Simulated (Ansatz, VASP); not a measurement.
**One calculation of AgI, two programs**

The input POSCAR:

```
AgI
1.0
    0.0000000000      3.2885749210      3.2885749210
    3.2885749210      0.0000000000      3.2885749210
    3.2885749210      3.2885749210      0.0000000000
Ag I
1 1
Direct
    0.0000000000      0.0000000000      0.0000000000
    0.2500000000      0.2500000000      0.2500000000
```

File INCAR.step1:

```
SYSTEM = AgI
PREC = Accurate
ENCUT = 400
EDIFF = 1E-5
ISMEAR = 0
SIGMA = 0.01
LREAL = .False.
LASPH = .True.
NELM = 120
ALGO = Normal
ISIF = 2
LWAVE = .True.
LCHARG = .False.
NBANDS = 16
GGA = PE
GGA_COMPAT = .False.
```

INCAR.step2

```
SYSTEM = AgI
PREC = Accurate
ENCUT = 400
EDIFF = 1E-6
ISMEAR = 0
SIGMA = 0.01
LREAL = .False.
LASPH = .True.
NELM = 120
ALGO = Normal
ISIF = 2
LWAVE = .False.
LCHARG = .False.
GGA = PE
LHFCALC = .True.
AEXX = 0.4
HFSCREEN = 0.1
PRECFOCK = Normal
NBANDS = 16
ISTART = 1
GGA_COMPAT = .False.
```

Contents of KPOINTS:

```
regular mesh
0
Gamma
  4 4 4
  0 0 0
```

Input for Ansatz:

```yaml
crystal:
  lattice:
    - [0.0, 3.288574921, 3.288574921]
    - [3.288574921, 0.0, 3.288574921]
    - [3.288574921, 3.288574921, 0.0]
  atoms:
    - { symbol: Ag, position: [0.0, 0.0, 0.0] }
    - { symbol: I, position: [0.25, 0.25, 0.25] }
kpoints:
  mp_grid: { grid: [4, 4, 4] }
hamiltonian:
  xc: { exchange: pbe, correlation: pbe, exx: { coeff: 0.4, omega: 0.1 } }
scf:
  occupations: { method: fixed }
  n_extra_bands: 4
output:
  forces: true
  stress: true
  eigenvalues: true
```

Alike in both runs: task single point; functional PBE-based screened hybrid; k mesh 4 × 4 × 4; no spin polarisation.

```csv
,VASP,Ansatz
version,VASP 6.6.1,Ansatz 0.2.0
potentials or method,"VASP PAW PBE potentials, release 64 (Ag, I)",plane waves
plane-wave cutoff (eV),400,420
occupations,"gaussian, width 0.01 eV",fixed
valence electrons in the cell,18,36
```

|  | VASP | Ansatz | Ansatz less VASP |
| --- | --- | --- | --- |
| gap on the k mesh at the Fermi level (eV) | 3.73 | 3.75 | +0.022 |
| pressure (GPa) | 0.2 | 0.5 | +0.32 |

VASP's potentials were made for PBE, not for PBE-based screened hybrid. VASP's potentials hold 18 valence electrons a cell and Ansatz's 36, so a difference there can come from the potentials and not from the codes. Ansatz's warnings: stress exchange threshold loose, stress scf threshold loose.

Neither program's run includes spin-orbit coupling.
